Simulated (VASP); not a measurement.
# MoS2 (R-3m) in VASP: single point with r2SCAN

Aim: the single point of MoS2 with r2SCAN.

All numbers are computed with VASP 6.6.1; they aren't measurements. Logs are shortened: lines on timing, memory, paths and dates and some standing lists are left out, and cuts for length are marked.

**1. The cell of the first run**

Symmetry: R-3m, No. 166, trigonal system. Conventional cell: a = 3.216 Å, b = 3.216 Å, c = 18.859 Å, α = 90.00°, β = 90.00°, γ = 120.00°. Mo (site symmetry -3m) has 6 S at 2.42 Å and 6 Mo at 3.22 Å within 3.3 Å. S (site symmetry 3m) has 3 Mo at 2.42 Å and 6 S at 3.22 Å within 3.3 Å.

**2. Single point, r2SCAN**

POSCAR reads:

```
MoS2
1.0
    1.6078590721      0.9282978681      6.2864255650
   -1.6078590721      0.9282978681      6.2864255650
    0.0000000000     -1.8565957362      6.2864255650
Mo S
1 2
Direct
    0.0000000000      0.0000000000      0.0000000000
    0.7490867696      0.7490867696      0.7490867696
    0.2509132304      0.2509132304      0.2509132304
```

INCAR.step1 reads:

```
ALGO = Normal
EDIFF = 1E-5
ENCUT = 550
GGA = PE
GGA_COMPAT = False
ISMEAR = 0
LASPH = True
LCHARG = False
LREAL = False
LWAVE = True
NBANDS = 20
NELM = 120
PREC = Accurate
SIGMA = 0.1
```

INCAR.step2 reads:

```
ALGO = Normal
EDIFF = 1E-6
ENCUT = 550
GGA_COMPAT = False
ISIF = 2
ISMEAR = 0
ISTART = 1
LASPH = True
LCHARG = False
LMIXTAU = True
LREAL = False
LWAVE = False
METAGGA = R2SCAN
NBANDS = 20
NELM = 120
PREC = Accurate
SIGMA = 0.1
```

KPOINTS reads:

```
k-points
0
Gamma
  18 18 18
```

Potentials or basis: VASP PAW PBE potentials, release 64 (Mo_sv, S).

Command:

```bash
cat potpaw_PBE.64/Mo_sv/POTCAR potpaw_PBE.64/S/POTCAR > POTCAR
cp INCAR.step1 INCAR
mpirun -np 1 vasp_std > vasp.out
cp INCAR.step2 INCAR
mpirun -np 1 vasp_std > vasp.out
```

OUTCAR:

```text
EDIFF = 1E-6
   ENCUT = 550
   ISIF = 2
   ISMEAR = 0
   ISTART = 1
   LASPH = True
   LREAL = False
   METAGGA = R2SCAN
   NELM = 120
   PREC = Accurate

 ion  position               nearest neighbor table
   1  0.000  0.000  0.000-   2 2.42   2 2.42   3 2.42   3 2.42   2 2.42   3 2.42
   2  0.749  0.749  0.749-   1 2.42   1 2.42   1 2.42
   3  0.251  0.251  0.251-   1 2.42   1 2.42   1 2.42

  LATTYP: Found a trigonal (rhomboedric) cell.
 ALAT       =     6.5548527147
 COS(alpha) =     0.8796627504

  Lattice vectors:

 A1 = (   1.6078590721,   0.9282978681,   6.2864255650)
 A2 = (  -1.6078590721,   0.9282978681,   6.2864255650)
 A3 = (   0.0000000000,  -1.8565957362,   6.2864255650)

Analysis of symmetry for initial positions (statically):
=====================================================================
 Subroutine PRICEL returns:
 Original cell was already a primitive cell.

 Routine SETGRP: Setting up the symmetry group for a
 trigonal (rhombohedral) supercell.

 Subroutine GETGRP returns: Found 12 space group operations
 (whereof 12 operations were pure point group operations)
 out of a pool of 12 trial point group operations.

The static configuration has the point symmetry D_3d.

Analysis of symmetry for dynamics (positions and initial velocities):
=====================================================================
 Subroutine PRICEL returns:
 Original cell was already a primitive cell.

 Routine SETGRP: Setting up the symmetry group for a
 trigonal (rhombohedral) supercell.

 Subroutine GETGRP returns: Found 12 space group operations
 (whereof 12 operations were pure point group operations)
 out of a pool of 12 trial point group operations.

The dynamic configuration has the point symmetry D_3d.

 Subroutine INISYM returns: Found 12 space group operations
 (whereof 12 operations are pure point group operations),
 and found     1 'primitive' translations

----------------------------------------------------------------------------------------

                                     Primitive cell

  volume of cell :      56.2977

  direct lattice vectors                    reciprocal lattice vectors
     1.607859072  0.928297868  6.286425565     0.310972528  0.179540073  0.053024303
    -1.607859072  0.928297868  6.286425565    -0.310972528  0.179540073  0.053024303
[... 79 lines left out ...]
   ISTART =      1    job   : 0-new  1-cont  2-samecut
   ICHARG =      0    charge: 1-file 2-atom 10-const
   ISPIN  =      1    spin polarized calculation?
   LNONCOLLINEAR =      F non collinear calculations
   LSORBIT =      F    spin-orbit coupling
   LASPH  =      T    aspherical Exc in radial PAW
   ENCUT  =  550.0 eV  40.42 Ry    6.36 a.u.  12.53 12.53 12.53*2*pi/ulx,y,z
   NELM   =    120;   NELMIN=  2; NELMDL=  0     # of ELM steps
   EDIFF  = 0.1E-05   stopping-criterion for ELM
   LREAL  =      F    real-space projection
   EDIFFG = 0.1E-04   stopping-criterion for IOM
   NSW    =      0    number of steps for IOM
   IBRION =     -1    ionic relax: 0-MD 1-quasi-New 2-CG
   NFREE  =      0    steps in history (QN), initial steepest desc. (CG)
   ISIF   =      2    stress and relaxation
   ISYM   =      2    0-nonsym 1-usesym 2-fastsym
   POTIM  = 0.5000    time-step for ionic-motion
   TEBEG  =    0.0;   TEEND  =   0.0 temperature during run
   PSTRESS=    0.0 pullay stress
   NELECT =      26.0000    total number of electrons
   NUPDOWN=      -1.0000    fix difference up-down
   EMIN   =  10.00;   EMAX   =-10.00  energy-range for DOS
   EFERMI =   0.00;   METHOD = LEGACY
   ISMEAR =     0;   SIGMA  =   0.10  broadening in eV -4-tet -1-fermi 0-gaus
   EFERMI_NEDOS =   21; number of points for ismear=-14 and -15
   IALGO  =     38    algorithm
   IMIX   =      4    mixing-type and parameters
     AMIX     =   0.40;   BMIX     =  1.00
     AMIX_MAG =   1.60;   BMIX_MAG =  1.00
  volume/ion in A,a.u.               =      18.77       126.64
  Fermi-wavevector in a.u.,A,eV,Ry     =   1.265423  2.391303 21.786956  1.601296
  Thomas-Fermi vector in A             =   2.398677
   LORBIT       =      0    0 simple, 1 ext, 2 COOP (PROOUT), +10 PAW based schemes
   METAGGA = R2SCAN    functional components
   LHFCALC =     F    Hartree Fock is set to
   AEXX    =    0.0000 exact exchange contribution
   IVDW    =     0    specifies the selected vdW correction
   LEPSILON=     F    determine dielectric tensor
   LRPA    =     F    only Hartree local field effects (RPA)
 non-spin polarized calculation
 Gauss-broadening in eV      SIGMA  =   0.10
  energy-cutoff  :      550.00
  volume of cell :       56.30
 maximum number of plane-waves:      1669
   NGX = 25   NGY = 25   NGZ = 25

 number of electron      26.0000001 magnetization

 Free energy of the ion-electron system (eV)
  ---------------------------------------------------
  ext. energy  EPLUGINS =         0.00000000
  ---------------------------------------------------
  free energy    TOTEN  =       -44.16526405 eV

  energy without entropy =      -44.16130912  energy(sigma->0) =      -44.16328658

 E-fermi :   6.9898     XC(G=0): -11.1821

 val. band max:        6.9861642266   @ k =   0.1111  -0.0000  -0.0000
 cond. band min:       7.0100898636   @ k =   0.3333   0.3333   0.2778
 fundamental gap:      0.0239256370
 Fermi energy:         6.9897686972

 k-point     1 :       0.0000    0.0000    0.0000
  band No.  band energies     occupation
      1     -56.8290      2.00000
      2     -30.1361      2.00000
      3     -30.0911      2.00000
      4     -30.0911      2.00000
      5      -8.6207      2.00000
      6      -7.1072      2.00000
[... 541 lines left out ...]
     19      15.2025      0.00000
     20      16.3475      0.00000

 [... further k-points ...]
[... 5 lines left out ...]
  --------------------------------------------------------------------------------------
  -------------------------------------------------------------------------------------
  Total        0.0187472      0.0187472      0.0171134      0.0000000      0.0000000      0.0000000
  in kB        0.5335283      0.5335283      0.4870315      0.0000000      0.0000000      0.0000000
  external PRESSURE =       0.5180293 kB  Pullay stress =       0.0000000 kB

 VOLUME and BASIS-vectors are now :
 -----------------------------------------------------------------------------
  energy-cutoff  :      550.00
  volume of cell :       56.30
      direct lattice vectors                 reciprocal lattice vectors
     1.607859072  0.928297868  6.286425565     0.310972528  0.179540073  0.053024303
    -1.607859072  0.928297868  6.286425565    -0.310972528  0.179540073  0.053024303
     0.000000000 -1.856595736  6.286425565     0.000000000 -0.359080145  0.053024303

 POSITION                                       TOTAL-FORCE (eV/Angst)
 -----------------------------------------------------------------------------------
      0.00000      0.00000      0.00000         0.000000      0.000000      0.000000
      0.00000      0.00000     14.12723        -0.000000     -0.000000      0.007657
      0.00000      0.00000      4.73204        -0.000000      0.000000     -0.007657
 -----------------------------------------------------------------------------------
    total drift:                                0.000000      0.000000      0.000000

  FREE ENERGIE OF THE ION-ELECTRON SYSTEM (eV)
  ---------------------------------------------------
  free  energy   TOTEN  =       -44.1652640467 eV

  energy  without entropy=      -44.1613091196  energy(sigma->0) =      -44.16328658
```

OUTCAR.step1:

```text
EDIFF = 1E-5
   ENCUT = 550
   GGA = PE
   ISMEAR = 0
[... 778 lines left out ...]
      0.00000      0.00000      0.00000         0.000000      0.000000     -0.000000
      0.00000      0.00000     14.12723         0.000000     -0.000000      0.213128
      0.00000      0.00000      4.73204         0.000000      0.000000     -0.213128
 -----------------------------------------------------------------------------------
    total drift:                                0.000000      0.000000      0.000000

  FREE ENERGIE OF THE ION-ELECTRON SYSTEM (eV)
  ---------------------------------------------------
  free  energy   TOTEN  =       -21.0153923441 eV

  energy  without entropy=      -21.0109690814  energy(sigma->0) =      -21.01318071
```

OSZICAR.step1:

```text
N       E                     dE             d eps       ncg     rms          rms(c)
DAV:   1     0.187324140751E+03    0.18732E+03   -0.13746E+04 23296   0.127E+03
DAV:   2    -0.148641191791E+02   -0.20219E+03   -0.19698E+03 28496   0.319E+02
DAV:   3    -0.225737236672E+02   -0.77096E+01   -0.76210E+01 28984   0.577E+01
DAV:   4    -0.226686192876E+02   -0.94896E-01   -0.94790E-01 28176   0.671E+00
DAV:   5    -0.226702153739E+02   -0.15961E-02   -0.15959E-02 29440   0.847E-01    0.227E+01
DAV:   6    -0.216144107717E+02    0.10558E+01   -0.16054E+01 24240   0.215E+01    0.949E+00
DAV:   7    -0.211670142965E+02    0.44740E+00   -0.68886E+00 24072   0.134E+01    0.598E+00
DAV:   8    -0.210149762329E+02    0.15204E+00   -0.84433E-01 25476   0.503E+00    0.183E+00
DAV:   9    -0.210171487517E+02   -0.21725E-02   -0.30653E-02 27072   0.108E+00    0.649E-01
DAV:  10    -0.210155888748E+02    0.15599E-02   -0.18894E-02 25648   0.821E-01    0.184E-01
DAV:  11    -0.210154395649E+02    0.14931E-03   -0.89190E-04 26700   0.197E-01    0.741E-02
DAV:  12    -0.210153761595E+02    0.63405E-04   -0.20712E-04 26724   0.851E-02    0.468E-02
DAV:  13    -0.210153931992E+02   -0.17040E-04   -0.80150E-05 24664   0.536E-02    0.131E-02
DAV:  14    -0.210153923441E+02    0.85514E-06   -0.54456E-06 16916   0.142E-02
   1 F= -.21015392E+02 E0= -.21013181E+02  d E =-.442326E-02
```

Run time: 61 min. Hardware: 1 thread of Intel Xeon 6975P-C (Granite Rapids), shared host; peak memory 0.86 GiB.

Results:

* Free energy: -44.1653 eV
* Pressure: 0.1 GPa
* Largest force: 0.008 eV/Å
* Band gap on the k mesh: zero (bands 13 and 14 overlap by 0.94 eV)

Forces in eV/Å, atoms in the order of the input:
```
Mo   0.000  0.000  0.000
S    0.000  0.000  0.008
S    0.000  0.000 -0.008
```

Caveat: the PAW data sets were made with another functional, which shifts forces and pressure a little.

The gap in the log of VASP goes by the Fermi energy; the results here count the filled bands.